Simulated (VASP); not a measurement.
Write the native input for VASP 6.6.1 that does the following.

```
Task                   : single point
Functional             : PBE
Potentials or basis    : VASP PAW PBE potentials, release 64 (Sn_d)
Cutoff                 : 520 eV
k mesh                 : 6 × 6 × 4
Occupations            : gaussian, width 0.1 eV
Spin                   : no spin polarisation
Dipole correction      : no
Further INCAR settings : ALGO = Normal; EDIFF = 1e-06; NBANDS = 21
```

The structure of Sn lies in POSCAR:

```
Sn
1.0
    1.8508306398     -2.6532782571      0.0000000000
    1.8508306398      2.6532782571      0.0000000000
    0.0000000000      0.0000000000      5.5761450257
Sn
2
Direct
    0.2500000000      0.7500000000      0.7499943243
    0.7500000000      0.2500000000      0.2500056757
```

The cell was generated, and may not be a known phase.

One way to write it, as run:

INCAR

```
SYSTEM = Sn
PREC     = Accurate       ! precision mode
ENCUT    = 520            ! plane-wave cutoff, eV
EDIFF    = 1E-6           ! SCF threshold, eV
ISMEAR   = 0              ! smearing method
SIGMA    = 0.1            ! smearing width, eV
LREAL    = .FALSE.        ! projectors in reciprocal space
LASPH    = .TRUE.         ! aspherical terms in the spheres
NELM     = 100            ! most SCF steps
ALGO     = Normal         ! electronic algorithm
ISIF     = 2              ! what is computed and relaxed
LWAVE    = .FALSE.        ! write WAVECAR
LCHARG   = .FALSE.        ! write CHGCAR
GGA      = PE             ! functional
NBANDS   = 21             ! bands
```

KPOINTS

```
Automatic mesh
0
G
  6 6 4
  0 0 0
```

Potentials or basis: VASP PAW PBE potentials, release 64 (Sn_d).

Launch:

```sh
$ cat potpaw_PBE.64/Sn_d/POTCAR > POTCAR
$ mpirun -np 1 vasp_std > vasp.out
```

Results of the run:

The pressure is -0.1 GPa. The band gap on the k mesh is zero (bands 14 and 15 overlap by 6.27 eV).

Caveat: spin-orbit coupling is left out, which moves the levels of the heavy elements.

It took 15 s on 1 thread of Intel(R) Xeon(R) Platinum 8488C (Sapphire Rapids) (shared host), peak memory 0.18 GiB.
